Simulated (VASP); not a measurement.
# NaH (Fm-3m) in VASP: settings compared

The runs below take NaH through single point, with PBE, r2SCAN, HSE06.

All numbers are computed with VASP 6.6.1; they aren't measurements. Logs are shortened: lines on timing, memory, paths and dates and some standing lists are left out, and cuts for length are marked.

## 1. The cell of the first run

Symmetry: Fm-3m, No. 225, cubic system. The conventional cell has a = 4.795 Å, b = 4.795 Å, c = 4.795 Å, α = 90.00°, β = 90.00°, γ = 90.00°. Na (site symmetry m-3m) has 6 H at 2.40 Å within 3.2 Å. Within 3.2 Å of H (site symmetry m-3m) lie 6 Na at 2.40 Å.

## 2. Single point, PBE

The input, INCAR:

```
PREC     = Accurate       # precision mode
ENCUT    = 520            # plane-wave cutoff, eV
EDIFF    = 1E-6           # SCF threshold, eV
ISMEAR   = 0              # smearing method
SIGMA    = 0.01           # smearing width, eV
LREAL    = False          # projectors in reciprocal space
LASPH    = True           # aspherical terms in the spheres
NELM     = 60             # most SCF steps
ALGO     = Normal         # electronic algorithm
ISIF     = 2              # what is computed and relaxed
LWAVE    = False          # write WAVECAR
LCHARG   = True           # write CHGCAR
GGA      = PE             # functional
LELF     = True           # ELF
LVHAR    = True         
NBANDS   = 11             # bands
```

The input, KPOINTS:

```
Automatic mesh
0
Gamma
  8 8 8
```

The input, POSCAR:

```
NaH
1.0
    0.0000000000      2.3975116427      2.3975116427
    2.3975116427      0.0000000000      2.3975116427
    2.3975116427      2.3975116427      0.0000000000
Na H
1 1
Direct
    0.0000000000      0.0000000000      0.0000000000
    0.5000000000      0.5000000000      0.5000000000
```

Potentials or basis: VASP PAW PBE potentials, release 64 (Na_pv, H).

On the command line:

```
$ cat potpaw_PBE.64/Na_pv/POTCAR potpaw_PBE.64/H/POTCAR > POTCAR
$ mpirun -np 1 vasp_std > vasp.out
```

OUTCAR:

```text
PREC = Accurate
   ENCUT = 520
   EDIFF = 1E-6
   ISMEAR = 0
   LREAL = False
   LASPH = True
   NELM = 60
   ISIF = 2
   GGA = PE

 ion  position               nearest neighbor table
   1  0.000  0.000  0.000-
   2  0.500  0.500  0.500-

  LATTYP: Found a face centered cubic cell.
 ALAT       =     4.7950232854

  Lattice vectors:

 A1 = (   0.0000000000,   2.3975116427,   2.3975116427)
 A2 = (   2.3975116427,   0.0000000000,   2.3975116427)
 A3 = (   2.3975116427,   2.3975116427,   0.0000000000)

Analysis of symmetry for initial positions (statically):
=====================================================================
 Subroutine PRICEL returns:
 Original cell was already a primitive cell.

 Routine SETGRP: Setting up the symmetry group for a
 face centered cubic supercell.

 Subroutine GETGRP returns: Found 48 space group operations
 (whereof 48 operations were pure point group operations)
 out of a pool of 48 trial point group operations.

The static configuration has the point symmetry O_h .

Analysis of symmetry for dynamics (positions and initial velocities):
=====================================================================
 Subroutine PRICEL returns:
 Original cell was already a primitive cell.

 Routine SETGRP: Setting up the symmetry group for a
 face centered cubic supercell.

 Subroutine GETGRP returns: Found 48 space group operations
 (whereof 48 operations were pure point group operations)
 out of a pool of 48 trial point group operations.

The dynamic configuration has the point symmetry O_h .

 Subroutine INISYM returns: Found 48 space group operations
 (whereof 48 operations are pure point group operations),
 and found     1 'primitive' translations

----------------------------------------------------------------------------------------

                                     Primitive cell

  volume of cell :      27.5621

  direct lattice vectors                    reciprocal lattice vectors
     0.000000000  2.397511643  2.397511643    -0.208549561  0.208549561  0.208549561
     2.397511643  0.000000000  2.397511643     0.208549561 -0.208549561  0.208549561
     2.397511643  2.397511643  0.000000000     0.208549561  0.208549561 -0.208549561

  length of vectors
     3.390593481  3.390593481  3.390593481     0.361218435  0.361218435  0.361218435

  position of ions in fractional coordinates (direct lattice)
     0.000000000  0.000000000  0.000000000
     0.500000000  0.500000000  0.500000000

  ion indices of the primitive-cell ions
   primitive index   ion index
                 1           1
                 2           2

----------------------------------------------------------------------------------------

 KPOINTS: Automatic mesh

Automatic generation of k-mesh.
 Grid dimensions read from file:
 generate k-points for:    8    8    8

 Generating k-lattice:

  Cartesian coordinates                     Fractional coordinates (reciprocal lattice)
    -0.026068695  0.026068695  0.026068695     0.125000000  0.000000000  0.000000000
     0.026068695 -0.026068695  0.026068695     0.000000000  0.125000000  0.000000000
     0.026068695  0.026068695 -0.026068695     0.000000000  0.000000000  0.125000000

  Length of vectors
     0.045152304  0.045152304  0.045152304

  Shift w.r.t. Gamma in fractional coordinates (k-lattice)
     0.000000000  0.000000000  0.000000000

 Subroutine IBZKPT returns following result:
 ===========================================

 Found     29 irreducible k-points:

 Following reciprocal coordinates:
            Coordinates               Weight
  0.000000  0.000000  0.000000      1.000000
  0.125000  0.000000  0.000000      8.000000
  0.250000  0.000000  0.000000      8.000000
  0.375000  0.000000  0.000000      8.000000
  0.500000  0.000000  0.000000      4.000000
  0.125000  0.125000  0.000000      6.000000
[... 16 lines left out ...]
  0.500000  0.250000  0.125000     48.000000
 -0.375000  0.250000  0.125000     24.000000
 [... further k-points ...]
   k-points           NKPTS =     29   k-points in BZ     NKDIM =     29   number of bands    NBANDS=     11
   number of dos      NEDOS =    301   number of ions     NIONS =      2
   total plane-waves  NPLWV =  21952
   dimension x,y,z NGX =    28 NGY =   28 NGZ =   28
   dimension x,y,z NGXF=    56 NGYF=   56 NGZF=   56
   ions per type =               1   1
   NGX,Y,Z   is equivalent  to a cutoff of  13.73, 13.73, 13.73 a.u.
   NGXF,Y,Z  is equivalent  to a cutoff of  27.46, 27.46, 27.46 a.u.
 SYSTEM =  unknown system
   PREC   = accura    normal or accurate (medium, high low for compatibility)
   ISTART =      0    job   : 0-new  1-cont  2-samecut
   ICHARG =      2    charge: 1-file 2-atom 10-const
   ISPIN  =      1    spin polarized calculation?
   LNONCOLLINEAR =      F non collinear calculations
   LSORBIT =      F    spin-orbit coupling
   LASPH  =      T    aspherical Exc in radial PAW
   ENCUT  =  520.0 eV  38.22 Ry    6.18 a.u.   6.30  6.30  6.30*2*pi/ulx,y,z
   NELM   =     60;   NELMIN=  2; NELMDL= -5     # of ELM steps
   EDIFF  = 0.1E-05   stopping-criterion for ELM
   LREAL  =      F    real-space projection
   EDIFFG = 0.1E-04   stopping-criterion for IOM
   NSW    =      0    number of steps for IOM
   IBRION =     -1    ionic relax: 0-MD 1-quasi-New 2-CG
   NFREE  =      0    steps in history (QN), initial steepest desc. (CG)
   ISIF   =      2    stress and relaxation
   ISYM   =      2    0-nonsym 1-usesym 2-fastsym
   POTIM  = 0.5000    time-step for ionic-motion
   TEBEG  =    0.0;   TEEND  =   0.0 temperature during run
   PSTRESS=    0.0 pullay stress
   NELECT =       8.0000    total number of electrons
   NUPDOWN=      -1.0000    fix difference up-down
   EMIN   =  10.00;   EMAX   =-10.00  energy-range for DOS
   EFERMI =   0.00;   METHOD = LEGACY
   ISMEAR =     0;   SIGMA  =   0.01  broadening in eV -4-tet -1-fermi 0-gaus
   EFERMI_NEDOS =   21; number of points for ismear=-14 and -15
   IALGO  =     38    algorithm
   IMIX   =      4    mixing-type and parameters
     AMIX     =   0.40;   BMIX     =  1.00
     AMIX_MAG =   1.60;   BMIX_MAG =  1.00
  volume/ion in A,a.u.               =      13.78        93.00
  Fermi-wavevector in a.u.,A,eV,Ry     =   1.083929  2.048328 15.985508  1.174902
  Thomas-Fermi vector in A             =   2.220007
   LORBIT       =      0    0 simple, 1 ext, 2 COOP (PROOUT), +10 PAW based schemes
   GGA     = PE    functional components
   LHFCALC =     F    Hartree Fock is set to
   AEXX    =    0.0000 exact exchange contribution
   IVDW    =     0    specifies the selected vdW correction
   LEPSILON=     F    determine dielectric tensor
   LRPA    =     F    only Hartree local field effects (RPA)
 non-spin polarized calculation
 Gauss-broadening in eV      SIGMA  =   0.01
  energy-cutoff  :      520.00
  volume of cell :       27.56
 maximum number of plane-waves:       754
 NGX is ok and might be reduce to    28
   NGX = 13   NGY = 13   NGZ = 13

 number of electron       7.9999992 magnetization

 Free energy of the ion-electron system (eV)
  ---------------------------------------------------
  ext. energy  EPLUGINS =         0.00000000
  ---------------------------------------------------
  free energy    TOTEN  =        -5.08635736 eV

  energy without entropy =       -5.08635736  energy(sigma->0) =       -5.08635736

 E-fermi :  -0.8893     XC(G=0):  -7.8486

 val. band max:       -1.0386069366   @ k =  -0.2500   0.5000   0.2500
 cond. band min:       2.7609678031   @ k =   0.5000   0.0000   0.0000
 fundamental gap:      3.7995747397
 Fermi energy:        -0.8893491779

 k-point     1 :       0.0000    0.0000    0.0000
  band No.  band energies     occupation
      1     -23.1001      2.00000
      2     -23.1001      2.00000
      3     -23.1001      2.00000
      4      -4.7222      2.00000
      5       9.5871      0.00000
      6      14.7385      0.00000
      7      14.7385      0.00000
      8      14.7385      0.00000
      9      15.6542      0.00000
     10      15.6542      0.00000
     11      15.6542      0.00000

 k-point     2 :       0.1250    0.0000    0.0000
  band No.  band energies     occupation
      1     -23.1152      2.00000
      2     -23.1019      2.00000
      3     -23.1019      2.00000
      4      -4.4487      2.00000
      5       8.6752      0.00000
      6      12.1112      0.00000
      7      13.9312      0.00000
      8      13.9312      0.00000
      9      16.6287      0.00000
     10      16.6287      0.00000
     11      16.7928      0.00000

 k-point     3 :       0.2500    0.0000    0.0000
  band No.  band energies     occupation
      1     -23.1512      2.00000
      2     -23.1062      2.00000
      3     -23.1062      2.00000
      4      -3.6717      2.00000
      5       6.2955      0.00000
      6      10.6480      0.00000
      7      13.1304      0.00000
      8      13.1304      0.00000
      9      16.6243      0.00000
     10      16.6243      0.00000
     11      18.0312      0.00000

 k-point     4 :       0.3750    0.0000    0.0000
  band No.  band energies     occupation
      1     -23.1868      2.00000
      2     -23.1105      2.00000
      3     -23.1105      2.00000
      4      -2.5831      2.00000
      5       3.8994      0.00000
      6      10.0681      0.00000
      7      12.6498      0.00000
      8      12.6498      0.00000
      9      15.8758      0.00000
     10      15.8758      0.00000
     11      18.3085      0.00000
[... 239 lines left out ...]
 k-point    22 :       0.3750    0.2500    0.1250
  band No.  band energies     occupation
      1     -23.1594      2.00000
      2     -23.1238      2.00000
      3     -23.1119      2.00000
      4      -3.0463      2.00000
      5       5.9308      0.00000
      6       8.2961      0.00000
      7      11.3740      0.00000
      8      14.2505      0.00000
      9      14.6233      0.00000
     10      17.2305      0.00000
     11      19.8907      0.00000

 k-point    23 :       0.5000    0.2500    0.1250
  band No.  band energies     occupation
      1     -23.1780      2.00000
      2     -23.1341      2.00000
      3     -23.1173      2.00000
      4      -2.0861      2.00000
      5       4.4208      0.00000
      6       7.1320      0.00000
      7      10.4932      0.00000
      8      14.1712      0.00000
      9      15.4660      0.00000
     10      17.5071      0.00000
     11      19.6849      0.00000

 k-point    24 :      -0.3750    0.2500    0.1250
  band No.  band energies     occupation
      1     -23.1859      2.00000
      2     -23.1373      2.00000
      3     -23.1204      2.00000
      4      -1.5281      2.00000
      5       3.5562      0.00000
      6       6.8720      0.00000
      7      10.1331      0.00000
      8      14.1099      0.00000
      9      15.3286      0.00000
     10      18.5983      0.00000
     11      20.7303      0.00000

 [... further k-points ...]

------------------------ aborting loop because EDIFF is reached ----------------------------------------

  FORCE on cell =-STRESS in cart. coord.  units (eV):
  Direction    XX          YY          ZZ          XY          YZ          ZX
  --------------------------------------------------------------------------------------
  -------------------------------------------------------------------------------------
  Total        0.0913782      0.0913782      0.0913782      0.0000000      0.0000000     -0.0000000
  in kB        5.3117900      5.3117900      5.3117900      0.0000000      0.0000000     -0.0000000
  external PRESSURE =       5.3117900 kB  Pullay stress =       0.0000000 kB

 VOLUME and BASIS-vectors are now :
 -----------------------------------------------------------------------------
  energy-cutoff  :      520.00
  volume of cell :       27.56
      direct lattice vectors                 reciprocal lattice vectors
     0.000000000  2.397511643  2.397511643    -0.208549561  0.208549561  0.208549561
     2.397511643  0.000000000  2.397511643     0.208549561 -0.208549561  0.208549561
     2.397511643  2.397511643  0.000000000     0.208549561  0.208549561 -0.208549561

 POSITION                                       TOTAL-FORCE (eV/Angst)
 -----------------------------------------------------------------------------------
      0.00000      0.00000      0.00000        -0.000000     -0.000000     -0.000000
      2.39751      2.39751      2.39751         0.000000      0.000000      0.000000
 -----------------------------------------------------------------------------------
    total drift:                               -0.000000     -0.000000     -0.000000

  FREE ENERGIE OF THE ION-ELECTRON SYSTEM (eV)
  ---------------------------------------------------
  free  energy   TOTEN  =        -5.0863573646 eV

  energy  without entropy=       -5.0863573646  energy(sigma->0) =       -5.08635736
```

Wall time 13 s (1 thread of Intel Xeon Platinum 8488C (Sapphire Rapids), shared host); peak memory 0.15 GiB.

Results:

```yaml
Free_energy: -5.0864 eV
Pressure: 0.5 GPa
Band_gap_on_the_k_mesh: 3.80 eV (least direct gap 4.67 eV)
```

(Part 1 of 2 ends here.)
